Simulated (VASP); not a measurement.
Wanted: the native input for a VASP 6.6.1 run.

| Property | Result |
| --- | --- |
| Task | relaxation of cell and atoms |
| Functional | PBE |
| Potentials or basis | VASP PAW PBE potentials, release 64 (Mg_sv, H) |
| Cutoff | 750 eV |
| k mesh | 6 × 6 × 4 |
| Occupations | gaussian, width 0.1 eV |
| Spin | no spin polarisation |
| Dipole correction | no |
| Further INCAR settings | ALGO = Normal; EDIFF = 1e-07; IBRION = 2; EDIFFG = -0.04; NSW = 90; ISIF = 3 |

The structure of Mg3H8 lies in POSCAR:

```
Mg3H8
1.0
    4.8060284400      0.0000000000      0.0000000000
   -2.4030142200      4.1621427200      0.0000000000
    0.0000000000      0.0000000000      5.7753558800
Mg H
3 8
Direct
    0.3333333300      0.6666666700      0.7445032700
    0.3333333300      0.6666666700      0.2554967300
    0.6666666700      0.3333333300      0.0000000000
    0.4547490800      0.5452509200      0.5000000000
    0.4547490800      0.9094981500      0.5000000000
    0.0905018500      0.5452509200      0.5000000000
    0.3333333300      0.6666666700      0.5000000000
    0.0812519200      0.9187480800      0.0000000000
    0.0812519200      0.1625038400      0.0000000000
    0.8374961600      0.9187480800      0.0000000000
    0.3333333300      0.6666666700      0.0000000000
```

The cell was generated, and may not be a known phase.

One way to write it, as run:

INCAR

```
SYSTEM = Mg3H8
PREC = Accurate
ENCUT = 750
EDIFF = 1E-7
ISMEAR = 0
SIGMA = 0.1
LREAL = .FALSE.
LASPH = .TRUE.
NELM = 120
ALGO = Normal
ISIF = 3
LWAVE = .FALSE.
LCHARG = .FALSE.
GGA = PE
IBRION = 2
NSW = 90
EDIFFG = -0.04
GGA_COMPAT = .FALSE.
NELMIN = 4
```

KPOINTS

```
regular mesh
0
G
  6 6 4
  0 0 0
```

Potentials or basis: VASP PAW PBE potentials, release 64 (Mg_sv, H).

Launch:

```sh
$ cat potpaw_PBE.64/Mg_sv/POTCAR potpaw_PBE.64/H/POTCAR > POTCAR
$ mpirun -np 1 vasp_std > vasp.out
```

It gave:

- Relaxed volume: 9.70 Å³/atom
- Relaxed cell: a = 3.944 Å, b = 3.944 Å, c = 7.918 Å, α = 90.00°, β = 90.00°, γ = 120.00°
- Space group after relaxing (to 0.1 Å): P-6m2 (No. 187)
- Energy gained by relaxing: 402.8 meV/atom
- Ionic steps: 55
- Pressure after relaxing: 0.1 GPa
- Largest force after relaxing: 0.018 eV/Å
- Band gap on the k mesh: zero (bands 19 and 20 overlap by 0.69 eV)

Caveat: a cell axis changed by over 15 % at a fixed basis, so the end point is rough.

Wall time 62 min on 1 thread of AMD EPYC 9R45 96-Core Processor (Zen 5), on a shared host, peak memory 0.38 GiB.
